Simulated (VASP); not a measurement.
A run of VASP 6.6.1 is set up as follows.

The input POSCAR:

```
Au
1.0
    3.2470700808      0.0000000000      0.0000000000
    0.0000000000      3.2470700808      0.0000000000
    0.0000000000      0.0000000000      3.3408834835
Au
2
Direct
    0.0000000000      0.0000000000      0.0000000000
    0.5000000000      0.5000000000      0.5000000000
```

Contents of INCAR.step1:

```
SYSTEM = Au
ALGO     = Normal         ! electronic algorithm
EDIFF    = 1E-4           ! SCF threshold, eV
ENCUT    = 520            ! plane-wave cutoff, eV
GGA      = PE             ! functional
ISMEAR   = 0              ! smearing method
LASPH    = .True.         ! aspherical terms in the spheres
LCHARG   = .False.        ! write CHGCAR
LREAL    = .False.        ! projectors in reciprocal space
LWAVE    = .True.         ! write WAVECAR
NBANDS   = 18             ! bands
NELM     = 100            ! most SCF steps
PREC     = Accurate       ! precision mode
SIGMA    = 0.1            ! smearing width, eV
```

INCAR.step2

```
SYSTEM = Au
ALGO     = Normal         ! electronic algorithm
EDIFF    = 1E-7           ! SCF threshold, eV
ENCUT    = 520            ! plane-wave cutoff, eV
ISIF     = 2              ! what is computed and relaxed
ISMEAR   = 0              ! smearing method
ISTART   = 1            
LASPH    = .True.         ! aspherical terms in the spheres
LCHARG   = .False.        ! write CHGCAR
LMIXTAU  = .True.       
LREAL    = .False.        ! projectors in reciprocal space
LWAVE    = .False.        ! write WAVECAR
METAGGA  = R2SCAN         ! meta-GGA
NBANDS   = 18             ! bands
NELM     = 100            ! most SCF steps
PREC     = Accurate       ! precision mode
SIGMA    = 0.1            ! smearing width, eV
```

Contents of KPOINTS:

```
k-points
0
Gamma
  16 16 16
  0 0 0
```

Potentials or basis: VASP PAW PBE potentials, release 64 (Au).

Run with:

```console
$ cat potpaw_PBE.64/Au/POTCAR > POTCAR
$ cp INCAR.step1 INCAR
$ mpirun -np 1 vasp_std > vasp.out
$ cp INCAR.step2 INCAR
$ mpirun -np 1 vasp_std > vasp.out
```

What does it give for the pressure?

0.2 GPa.

What does it give for the band gap on the k mesh?

Zero (bands 11 and 12 overlap by 5.47 eV).

Stress tensor (GPa, compression positive):
```
0.27 0.00 0.00
0.00 0.27 0.00
0.00 0.00 0.15
```

Caveat: the cell differs from its parent crystal (uniaxial strain along c: +2.0 %, then relaxed in part); the PAW data sets were made with another functional, which shifts forces and pressure a little; spin-orbit coupling is left out, which moves the levels of the heavy elements.
